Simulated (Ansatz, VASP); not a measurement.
# Two plane-wave programs on TiAl

File INCAR:

```
SYSTEM = TiAl
ALGO = Fast
EDIFF = 1E-7
ENCUT = 520
ISIF = 2
ISMEAR = 0
LASPH = .TRUE.
LCHARG = .FALSE.
LREAL = .FALSE.
LWAVE = .FALSE.
NBANDS = 14
NELM = 80
PREC = Accurate
SIGMA = 0.15
```

File KPOINTS:

```
k-points
0
G
  16 16 16
  0 0 0
```

File POSCAR:

```
TiAl
1.0
    3.0130080357      0.0000000000      0.0000000000
    0.0000000000      3.0130080357      0.0000000000
    0.0000000000      0.0000000000      3.5601702949
Ti Al
1 1
Direct
    0.0000000000      0.0000000000      0.0000000000
    0.5000000000      0.5000000000      0.5000000000
```

Input for Ansatz:

```yaml
crystal:
  lattice:
    - [3.0130080357, 0.0, 0.0]
    - [0.0, 3.0130080357, 0.0]
    - [0.0, 0.0, 3.5601702949]
  atoms:
    - { symbol: Ti, position: [0.0, 0.0, 0.0] }
    - { symbol: Al, position: [0.5, 0.5, 0.5] }
basis:
  ecutwfc: 520.0
kpoints:
  mp_grid: { grid: [16, 16, 16] }
hamiltonian:
  xc: lda
  pseudopotentials: { kind: paw, azcp: { folder: soft_1 } }
scf:
  occupations: { method: gaussian, width: 0.15 }
output:
  forces: true
  stress: true
  eigenvalues: true
```

Alike in both runs: task single point; functional LDA; k mesh 16 × 16 × 16; occupations gaussian, width 0.15 eV; no spin polarisation.

|  | VASP | Ansatz |
| --- | --- | --- |
| version | VASP 6.6.1 | Ansatz 0.2.0 |
| potentials or method | VASP PAW LDA potentials, release 64 (Ti_sv, Al), cutoff 520 eV | scalar-relativistic, plane waves, PAW |
| valence electrons in the cell | 15 | 15 |

|  | VASP | Ansatz | Ansatz less VASP |
| --- | --- | --- | --- |
| gap on the k mesh at the Fermi level (eV) | none | none | - |
| pressure (GPa) | -6.2 | -6.4 | -0.17 |
| traceless stress, the component that is largest in VASP (GPa) | 6.24 | 6.25 | +0.003 |

Ansatz warns that its potentials were made for another functional, while VASP's fit it. LDA's correlation is that of Perdew and Zunger in VASP and of Perdew and Wang (1992) in Ansatz. A gap of «none» marks a metal or a gap that the smearing closes.
